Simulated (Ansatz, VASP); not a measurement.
**One calculation of MgO, two programs**

File POSCAR:

```
MgO
1.0
    0.0000000000      2.1021086852      2.1021086852
    2.1021086852      0.0000000000      2.1021086852
    2.1021086852      2.1021086852      0.0000000000
Mg O
1 1
Direct
    0.0297320497     -0.0297320497      0.0297320497
    0.5000000000      0.5000000000      0.5000000000
```

The input INCAR.step1:

```
  PREC = Accurate
  ENCUT = 520
  ISMEAR = 0
  SIGMA = 0.05
  LREAL = False
  LASPH = True
  NELM = 80
  NBANDS = 11
  GGA = PE
  ALGO = Normal
  EDIFF = 1E-4
  LWAVE = True
  LCHARG = False
```

Contents of INCAR.step2:

```
  PREC = Accurate
  ENCUT = 520
  EDIFF = 1E-6
  ISMEAR = 0
  SIGMA = 0.05
  LREAL = False
  LASPH = True
  NELM = 80
  ALGO = Normal
  ISIF = 2
  LWAVE = False
  LCHARG = False
  METAGGA = R2SCAN
  LMIXTAU = True
  NBANDS = 11
  ISTART = 1
```

KPOINTS

```
regular mesh
0
Gamma
  10 10 10
```

Input for Ansatz:

```yaml
crystal:
  lattice:
    - [0.0, 2.1021086852, 2.1021086852]
    - [2.1021086852, 0.0, 2.1021086852]
    - [2.1021086852, 2.1021086852, 0.0]
  atoms:
    - { symbol: Mg, position: [0.0297320497, -0.0297320497, 0.0297320497] }
    - { symbol: O, position: [0.5, 0.5, 0.5] }
basis:
  ecutwfc: 500
kpoints:
  mp_grid: { grid: [10, 10, 10] }
hamiltonian:
  xc: r2scan
scf:
  occupations: { method: gaussian, width: 0.05 }
output:
  forces: true
  stress: true
  eigenvalues: true
  write_density: true
  write_potential: true
  elf: true
  volumetric_format: npy
```

Change from the starting cell: all Mg atoms moved +0.125 Å, as atom 1 along Cartesian [0 1 0].

Alike in both runs: task single point; functional r2SCAN; k mesh 10 × 10 × 10; occupations gaussian, width 0.05 eV; no spin polarisation.

```csv
,VASP,Ansatz
version,VASP 6.6.1,Ansatz 0.2.0
potentials or method,"VASP PAW PBE potentials, release 64 (Mg, O), cutoff 520 eV","scalar-relativistic, plane waves, PAW"
valence electrons in the cell,8,16
```

Ansatz gave:

| Quantity | Value |
| --- | --- |
| gap on the k mesh at the Fermi level (eV) | 5.68 |
| least direct gap on the mesh (eV) | 5.68 |
| pressure (GPa) | 1.6 |
| traceless stress, the component that is largest in VASP (GPa) | 3.93 |
| rms of the force components (eV/Å) | 0.452 |

Task: Estimate VASP's values.

Result: gap on the k mesh at the Fermi level (eV): 5.65; least direct gap on the mesh (eV): 5.65; pressure (GPa): 0.5; traceless stress, the component that is largest in VASP (GPa): 4.03; rms of the force components (eV/Å): 0.458.

VASP's potentials were made for PBE, not for r2SCAN. Atom by atom the forces differ by 0.005 eV/Å (rms over components). With one functional, cell and mesh, what is left measures potentials, basis and numerics. VASP's potentials hold 8 valence electrons a cell and Ansatz's 16, so a difference there can come from the potentials and not from the codes.
